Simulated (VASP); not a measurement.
# BeB (P1) in VASP: a series of runs

The runs below take BeB through single point, with PBE, r2SCAN.

All numbers are computed with VASP 6.6.1; they aren't measurements. Logs are shortened: lines on timing, memory, paths and dates and some standing lists are left out, and cuts for length are marked.

### 1 The cell of the first run

The typed cell holds 2 atoms: a = 2.781 Å, b = 2.781 Å, c = 2.781 Å, α = 60.00°, β = 60.00°, γ = 60.00°.

### 2 Single point, PBE

Input file INCAR:

```
PREC     = Accurate       # precision mode
ENCUT    = 520            # plane-wave cutoff, eV
EDIFF    = 1E-7           # SCF threshold, eV
ISMEAR   = 0              # smearing method
SIGMA    = 0.01           # smearing width, eV
LREAL    = False          # projectors in reciprocal space
LASPH    = True           # aspherical terms in the spheres
NELM     = 60             # most SCF steps
ALGO     = Normal         # electronic algorithm
ISIF     = 2              # what is computed and relaxed
LWAVE    = False          # write WAVECAR
LCHARG   = False          # write CHGCAR
GGA      = PE             # functional
NBANDS   = 10             # bands
```

Input file KPOINTS:

```
regular mesh
0
Gamma
  8 8 8
```

Input file POSCAR:

```
BeB
1.0
    0.0000000000      1.9666366700      1.9666366700
    1.9666366700      0.0000000000      1.9666366700
    1.9666366700      1.9666366700      0.0000000000
Be B
1 1
Direct
    0.0195340000     -0.0043910000     -0.0095990000
    0.2767160000      0.2499000000      0.2211710000
```

Potentials or basis: VASP PAW PBE potentials, release 64 (Be, B).

Started as:

```sh
cat potpaw_PBE.64/Be/POTCAR potpaw_PBE.64/B/POTCAR > POTCAR
mpirun -np 1 vasp_std > vasp.out
```

OUTCAR:

```text
PREC = Accurate
   ENCUT = 520
   EDIFF = 1E-7
   ISMEAR = 0
   LREAL = False
   LASPH = True
   NELM = 60
   ISIF = 2
   GGA = PE

 ion  position               nearest neighbor table
   1  0.020  0.996  0.990-   2 1.69   2 1.69   2 1.69   2 1.75
   2  0.277  0.250  0.221-   1 1.69   1 1.69   1 1.69   1 1.75

  LATTYP: Found a face centered cubic cell.
 ALAT       =     3.9332733400

  Lattice vectors:

 A1 = (   0.0000000000,   1.9666366700,   1.9666366700)
 A2 = (   1.9666366700,   0.0000000000,   1.9666366700)
 A3 = (   1.9666366700,   1.9666366700,   0.0000000000)

Analysis of symmetry for initial positions (statically):
=====================================================================
 Subroutine PRICEL returns:
 Original cell was already a primitive cell.

 Routine SETGRP: Setting up the symmetry group for a
 face centered cubic supercell.

 Subroutine GETGRP returns: Found  1 space group operations
 (whereof  1 operations were pure point group operations)
 out of a pool of 48 trial point group operations.

The static configuration has the point symmetry C_1 .

Analysis of symmetry for dynamics (positions and initial velocities):
=====================================================================
 Subroutine PRICEL returns:
 Original cell was already a primitive cell.

 Routine SETGRP: Setting up the symmetry group for a
 face centered cubic supercell.

 Subroutine GETGRP returns: Found  1 space group operations
 (whereof  1 operations were pure point group operations)
 out of a pool of 48 trial point group operations.

The dynamic configuration has the point symmetry C_1 .

 Subroutine INISYM returns: Found  1 space group operations
 (whereof  1 operations are pure point group operations),
 and found     1 'primitive' translations

----------------------------------------------------------------------------------------

                                     Primitive cell

  volume of cell :      15.2126

  direct lattice vectors                    reciprocal lattice vectors
     0.000000000  1.966636670  1.966636670    -0.254241166  0.254241166  0.254241166
     1.966636670  0.000000000  1.966636670     0.254241166 -0.254241166  0.254241166
     1.966636670  1.966636670  0.000000000     0.254241166  0.254241166 -0.254241166

  length of vectors
     2.781244251  2.781244251  2.781244251     0.440358617  0.440358617  0.440358617

  position of ions in fractional coordinates (direct lattice)
     0.019534000  0.995609000  0.990401000
     0.276716000  0.249900000  0.221171000

  ion indices of the primitive-cell ions
   primitive index   ion index
                 1           1
                 2           2

----------------------------------------------------------------------------------------

 KPOINTS: regular mesh

Automatic generation of k-mesh.
 Grid dimensions read from file:
 generate k-points for:    8    8    8

 Generating k-lattice:

  Cartesian coordinates                     Fractional coordinates (reciprocal lattice)
    -0.031780146  0.031780146  0.031780146     0.125000000  0.000000000  0.000000000
     0.031780146 -0.031780146  0.031780146     0.000000000  0.125000000  0.000000000
     0.031780146  0.031780146 -0.031780146     0.000000000  0.000000000  0.125000000

  Length of vectors
     0.055044827  0.055044827  0.055044827

  Shift w.r.t. Gamma in fractional coordinates (k-lattice)
     0.000000000  0.000000000  0.000000000

 Subroutine IBZKPT returns following result:
 ===========================================

 Found    260 irreducible k-points:

 Following reciprocal coordinates:
            Coordinates               Weight
  0.000000  0.000000  0.000000      1.000000
  0.125000  0.000000  0.000000      2.000000
  0.000000  0.125000  0.000000      2.000000
  0.000000  0.000000  0.125000      2.000000
  0.125000  0.125000  0.125000      2.000000
  0.250000  0.000000  0.000000      2.000000
[... 16 lines left out ...]
  0.125000  0.000000  0.250000      2.000000
  0.125000  0.125000 -0.125000      2.000000
 [... further k-points ...]
   k-points           NKPTS =    260   k-points in BZ     NKDIM =    260   number of bands    NBANDS=     10
   number of dos      NEDOS =    301   number of ions     NIONS =      2
   total plane-waves  NPLWV =  13824
   dimension x,y,z NGX =    24 NGY =   24 NGZ =   24
   dimension x,y,z NGXF=    48 NGYF=   48 NGZF=   48
   ions per type =               1   1
   NGX,Y,Z   is equivalent  to a cutoff of  14.35, 14.35, 14.35 a.u.
   NGXF,Y,Z  is equivalent  to a cutoff of  28.69, 28.69, 28.69 a.u.
 SYSTEM =  unknown system
   PREC   = accura    normal or accurate (medium, high low for compatibility)
   ISTART =      0    job   : 0-new  1-cont  2-samecut
   ICHARG =      2    charge: 1-file 2-atom 10-const
   ISPIN  =      1    spin polarized calculation?
   LNONCOLLINEAR =      F non collinear calculations
   LSORBIT =      F    spin-orbit coupling
   LASPH  =      T    aspherical Exc in radial PAW
   ENCUT  =  520.0 eV  38.22 Ry    6.18 a.u.   5.17  5.17  5.17*2*pi/ulx,y,z
   NELM   =     60;   NELMIN=  2; NELMDL= -5     # of ELM steps
   EDIFF  = 0.1E-06   stopping-criterion for ELM
   LREAL  =      F    real-space projection
   EDIFFG = 0.1E-05   stopping-criterion for IOM
   NSW    =      0    number of steps for IOM
   IBRION =     -1    ionic relax: 0-MD 1-quasi-New 2-CG
   NFREE  =      0    steps in history (QN), initial steepest desc. (CG)
   ISIF   =      2    stress and relaxation
   ISYM   =      2    0-nonsym 1-usesym 2-fastsym
   POTIM  = 0.5000    time-step for ionic-motion
   TEBEG  =    0.0;   TEEND  =   0.0 temperature during run
   PSTRESS=    0.0 pullay stress
   NELECT =       5.0000    total number of electrons
   NUPDOWN=      -1.0000    fix difference up-down
   EMIN   =  10.00;   EMAX   =-10.00  energy-range for DOS
   EFERMI =   0.00;   METHOD = LEGACY
   ISMEAR =     0;   SIGMA  =   0.01  broadening in eV -4-tet -1-fermi 0-gaus
   EFERMI_NEDOS =   21; number of points for ismear=-14 and -15
   IALGO  =     38    algorithm
   IMIX   =      4    mixing-type and parameters
     AMIX     =   0.40;   BMIX     =  1.00
     AMIX_MAG =   1.60;   BMIX_MAG =  1.00
  volume/ion in A,a.u.               =       7.61        51.33
  Fermi-wavevector in a.u.,A,eV,Ry     =   1.129789  2.134992 17.366794  1.276423
  Thomas-Fermi vector in A             =   2.266484
   LORBIT       =      0    0 simple, 1 ext, 2 COOP (PROOUT), +10 PAW based schemes
   GGA     = PE    functional components
   LHFCALC =     F    Hartree Fock is set to
   AEXX    =    0.0000 exact exchange contribution
   IVDW    =     0    specifies the selected vdW correction
   LEPSILON=     F    determine dielectric tensor
   LRPA    =     F    only Hartree local field effects (RPA)
 non-spin polarized calculation
 Gauss-broadening in eV      SIGMA  =   0.01
  energy-cutoff  :      520.00
  volume of cell :       15.21
 maximum number of plane-waves:       419
 NGX is ok and might be reduce to    24
   NGX = 11   NGY = 11   NGZ = 11

 number of electron       5.0000000 magnetization

 Free energy of the ion-electron system (eV)
  ---------------------------------------------------
  ext. energy  EPLUGINS =         0.00000000
  ---------------------------------------------------
  free energy    TOTEN  =        -6.28169047 eV

  energy without entropy =       -6.28152018  energy(sigma->0) =       -6.28160532

 E-fermi :   5.1060     XC(G=0): -11.1048

 val. band max:        5.1006729977   @ k =   0.5000   0.5000   0.2500
 cond. band min:       5.1065291327   @ k =  -0.1250   0.1250  -0.2500
 fundamental gap:      0.0058561350
 Fermi energy:         5.1060418978

 k-point     1 :       0.0000    0.0000    0.0000
  band No.  band energies     occupation
      1      -6.7961      2.00000
      2      10.1751      0.00000
      3      10.2359      0.00000
      4      10.7056      0.00000
      5      15.7559      0.00000
      6      16.0569      0.00000
      7      16.1023      0.00000
      8      23.8123      0.00000
      9      29.2628      0.00000
     10      29.2646      0.00000

 k-point     2 :       0.1250    0.0000    0.0000
  band No.  band energies     occupation
      1      -6.4599      2.00000
      2       8.3105      0.00000
      3       9.6965      0.00000
      4      10.1227      0.00000
      5      16.4680      0.00000
      6      16.8579      0.00000
      7      17.4670      0.00000
      8      23.7848      0.00000
      9      26.4177      0.00000
     10      26.4456      0.00000

 k-point     3 :       0.0000    0.1250    0.0000
  band No.  band energies     occupation
      1      -6.4597      2.00000
      2       8.3408      0.00000
      3       9.6635      0.00000
      4      10.1184      0.00000
      5      16.4574      0.00000
      6      16.8801      0.00000
      7      17.4519      0.00000
      8      23.7831      0.00000
      9      26.4325      0.00000
     10      26.4609      0.00000

 k-point     4 :       0.0000    0.0000    0.1250
  band No.  band energies     occupation
      1      -6.4573      2.00000
      2       8.5907      0.00000
      3       9.7004      0.00000
      4       9.7585      0.00000
      5      16.7176      0.00000
      6      16.7707      0.00000
      7      17.2821      0.00000
      8      23.7776      0.00000
      9      26.5772      0.00000
     10      26.5786      0.00000

 k-point     5 :       0.1250    0.1250    0.1250
  band No.  band energies     occupation
      1      -6.4600      2.00000
      2       8.3045      0.00000
      3       9.7035      0.00000
      4      10.1232      0.00000
      5      16.4703      0.00000
      6      16.8541      0.00000
      7      17.4693      0.00000
      8      23.7851      0.00000
      9      26.4147      0.00000
     10      26.4426      0.00000

 k-point     6 :       0.2500    0.0000    0.0000
  band No.  band energies     occupation
      1      -5.4588      2.00000
      2       4.9404      2.00000
      3       8.8075      0.00000
      4       9.2207      0.00000
      5      17.2900      0.00000
      6      17.8644      0.00000
      7      19.2968      0.00000
      8      22.9913      0.00000
      9      25.7215      0.00000
     10      25.9112      0.00000
[... 183 lines left out ...]
 k-point    21 :       0.2500    0.1250    0.0000
  band No.  band energies     occupation
      1      -5.5639      2.00000
      2       6.1464      0.00000
      3       7.9101      0.00000
      4       9.0283      0.00000
      5      16.0600      0.00000
      6      19.2848      0.00000
      7      19.3991      0.00000
      8      20.7350      0.00000
      9      26.2905      0.00000
     10      28.7188      0.00000

 k-point    22 :       0.0000    0.2500    0.1250
  band No.  band energies     occupation
      1      -5.5657      2.00000
      2       6.1809      0.00000
      3       7.7124      0.00000
      4       9.2271      0.00000
      5      15.9434      0.00000
      6      19.5188      0.00000
      7      19.5747      0.00000
      8      20.4611      0.00000
      9      26.1865      0.00000
     10      28.6156      0.00000

 k-point    23 :       0.1250    0.0000    0.2500
  band No.  band energies     occupation
      1      -5.5578      2.00000
      2       6.3261      0.00000
      3       7.7799      0.00000
      4       8.9177      0.00000
      5      16.0744      0.00000
      6      19.1285      0.00000
      7      19.3133      0.00000
      8      20.9285      0.00000
      9      26.2921      0.00000
     10      28.9687      0.00000

 k-point    24 :       0.1250    0.1250   -0.1250
  band No.  band energies     occupation
      1      -5.5577      2.00000
      2       6.3257      0.00000
      3       7.7853      0.00000
      4       8.9119      0.00000
      5      16.0771      0.00000
      6      19.1240      0.00000
      7      19.3068      0.00000
      8      20.9363      0.00000
      9      26.2948      0.00000
     10      28.9718      0.00000

 [... further k-points ...]

------------------------ aborting loop because EDIFF is reached ----------------------------------------

  FORCE on cell =-STRESS in cart. coord.  units (eV):
  Direction    XX          YY          ZZ          XY          YZ          ZX
  --------------------------------------------------------------------------------------
  -------------------------------------------------------------------------------------
  Total        5.8852291      5.9331474      5.9381210     -0.6220847      0.7957942      0.6501186
  in kB      619.8285275    624.8752586    625.3990754    -65.5175562     83.8125314     68.4700699
  external PRESSURE =     623.3676205 kB  Pullay stress =       0.0000000 kB

 VOLUME and BASIS-vectors are now :
 -----------------------------------------------------------------------------
  energy-cutoff  :      520.00
  volume of cell :       15.21
      direct lattice vectors                 reciprocal lattice vectors
     0.000000000  1.966636670  1.966636670    -0.254241166  0.254241166  0.254241166
     1.966636670  0.000000000  1.966636670     0.254241166 -0.254241166  0.254241166
     1.966636670  1.966636670  0.000000000     0.254241166  0.254241166 -0.254241166

 POSITION                                       TOTAL-FORCE (eV/Angst)
 -----------------------------------------------------------------------------------
      3.90576      1.98618      1.99642        -0.403726     -0.310836      0.290617
      0.92643      0.97916      1.03566         0.403726      0.310836     -0.290617
 -----------------------------------------------------------------------------------
    total drift:                                0.000008      0.000013     -0.000009

  FREE ENERGIE OF THE ION-ELECTRON SYSTEM (eV)
  ---------------------------------------------------
  free  energy   TOTEN  =        -6.2816904677 eV

  energy  without entropy=       -6.2815201757  energy(sigma->0) =       -6.28160532
```

It took 27 s on 1 thread of Intel Xeon Platinum 8488C (Sapphire Rapids), shared host; peak memory 0.16 GiB.

What came out:

```yaml
Free_energy: -6.2817 eV
Pressure: 62.3 GPa
Largest_force: 0.587 eV/Å
```

Forces on the atoms (eV/Å):
```
Be  -0.404 -0.311  0.291
B    0.404  0.311 -0.291
```

### 3 Single point, PBE

Input file INCAR:

```
  PREC = Accurate
  ENCUT = 520
  EDIFF = 1E-7
  ISMEAR = 0
  SIGMA = 0.005
  LREAL = False
  LASPH = True
  NELM = 100
  ALGO = Normal
  ISIF = 2
  LWAVE = False
  LCHARG = True
  GGA = PE
  LELF = True
  LVHAR = True
  NBANDS = 10
```

Input file KPOINTS:

```
Automatic mesh
0
Gamma
  8 8 8
```

POSCAR is that of step 2.

Potentials or basis: VASP PAW PBE potentials, release 64 (Be, B).

Started as:

```sh
cat potpaw_PBE.64/Be/POTCAR potpaw_PBE.64/B/POTCAR > POTCAR
mpirun -np 1 vasp_std > vasp.out
```

Run time: 22 s. Hardware: 1 thread of Intel Xeon Platinum 8488C (Sapphire Rapids), shared host; peak memory 0.16 GiB.

The run converged. Its results:

```
Free energy   : -6.2816 eV
Pressure      : 62.3 GPa
Largest force : 0.588 eV/Å
```

Forces on the atoms (eV/Å):
```
Be  -0.400 -0.314  0.294
B    0.400  0.314 -0.294
```

Stress tensor (GPa, compression positive):
```
61.69 -6.50  6.81
-6.50 62.61  8.47
 6.81  8.47 62.66
```

Levels at points of the mesh, in eV from the Fermi level:
| k point | band 1 | band 2 | band 3 | band 4 | band 5 |
| --- | --- | --- | --- | --- | --- |
| (0.00, 0.00, 0.00) | -11.90 | 5.07 | 5.13 | 5.60 | 10.65 |
| (0.50, 0.00, 0.00) | -7.31 | -5.65 | 2.85 | 3.28 | 11.76 |
| (0.00, 0.50, 0.00) | -7.30 | -5.65 | 2.83 | 3.29 | 11.72 |
| (0.00, 0.00, 0.50) | -7.21 | -5.68 | 2.96 | 3.02 | 11.90 |
| (0.50, 0.50, 0.50) | -7.32 | -5.65 | 2.85 | 3.28 | 11.76 |
| (0.50, 0.50, 0.00) | -5.58 | -3.83 | -0.41 | -0.28 | 7.43 |
| (0.00, 0.50, 0.50) | -5.58 | -3.83 | -0.42 | -0.27 | 7.43 |
| (0.50, 0.00, 0.50) | -5.58 | -3.83 | -0.41 | -0.28 | 7.43 |

(Part 1 of 2 ends here.)
